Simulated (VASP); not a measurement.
Li: single point with LDA

Crystal: Li.

```xyz
1
Lattice="0.0000 2.1161 2.1161 2.1161 0.0000 2.1161 2.1161 2.1161 0.0000" Properties=species:S:1:pos:R:3 pbc="T T T"
Li    0.0000    0.0000    0.0000
```

This isn't the form of Li at room conditions, which is bcc.

```yaml
Program: VASP 6.6.1
Task: single point
Functional: LDA
Potentials_or_basis: VASP PAW LDA potentials, release 64 (Li_sv)
Cutoff: 750 eV
k_mesh: 18 × 18 × 18
Occupations: fermi-dirac, width 0.05 eV
Spin: no spin polarisation
```

| Quantity | Value |
| --- | --- |
| Pressure | -0.2 GPa |
| Band gap on the k mesh | zero (an odd number of electrons rules out a gap without spin polarisation) |

Levels at points of the mesh, in eV from the Fermi level:
| k point | band 1 | band 2 | band 3 | band 4 | band 5 |
| --- | --- | --- | --- | --- | --- |
| (0.00, 0.00, 0.00) | -45.52 | -3.60 | 14.79 | 14.79 | 14.79 |
| (0.50, 0.00, 0.00) | -45.49 | -0.06 | 3.17 | 13.01 | 13.01 |
| (0.50, 0.50, 0.00) | -45.48 | 1.54 | 5.00 | 8.69 | 8.69 |

It took 18 s on 1 thread of AMD EPYC 9R45 96-Core Processor (Zen 5) (shared host), peak memory 0.13 GiB.
